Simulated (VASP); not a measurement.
The system is Si3Sn.

```
Si Sn
1.0
     4.02148    0.00000    0.00000
     0.00000    4.02148    0.00000
     0.00000    0.00000    4.02148
Si Sn
3 1
Direct
  0.50000 0.50000 0.00000
  0.50000 0.00000 0.50000
  0.00000 0.50000 0.50000
  0.00000 0.00000 0.00000
```

The cell was built from a structure type or drawn by symmetry, and may not be a known phase.

| Quantity | Value |
| --- | --- |
| Program | VASP 6.6.1 |
| Task | relaxation of cell and atoms |
| Functional | PBE |
| Potentials or basis | VASP PAW PBE potentials, release 64 (Si, Sn_d) |
| Cutoff | 600 eV |
| k mesh | 4 × 4 × 4 |
| Occupations | gaussian, width 0.1 eV |
| Spin | no spin polarisation |

At the start: pressure 12.5 GPa; volume 16.26 Å³/atom.

**Question.** How do energy, volume and symmetry change on relaxing?

**Answer.** Over 4 steps the energy falls by 93.3 meV/atom and the volume is 19.24 Å³/atom (+18.3 %); space group Pm-3m (No. 221, to 0.1 Å) before and after.

Step by step:
| step | energy change (eV) | largest force (eV/Å) | pressure (GPa) | volume (Å³) |
| --- | --- | --- | --- | --- |
| 1 | 0.0000 | 0.0000 | 12.47 | 65.04 |
| 2 | -0.3717 | 0.0000 | -0.64 | 77.69 |
| 3 | -0.3726 | 0.0000 | 0.40 | 76.50 |
| 4 | -0.3732 | 0.0000 | 0.01 | 76.95 |

Final structure:
```
Si Sn
1.0
     4.25346    0.00000    0.00000
     0.00000    4.25346    0.00000
     0.00000    0.00000    4.25346
Si Sn
3 1
Direct
  0.50000 0.50000 0.00000
  0.50000 0.00000 0.50000
  0.00000 0.50000 0.50000
  0.00000 0.00000 0.00000
```

Caveat: the k points lie up to 0.37 Å⁻¹ apart in the final cell, too coarse for converged energies and pressures of a metal; the volume moved by over 15 % at a fixed basis, so the end points are rough.
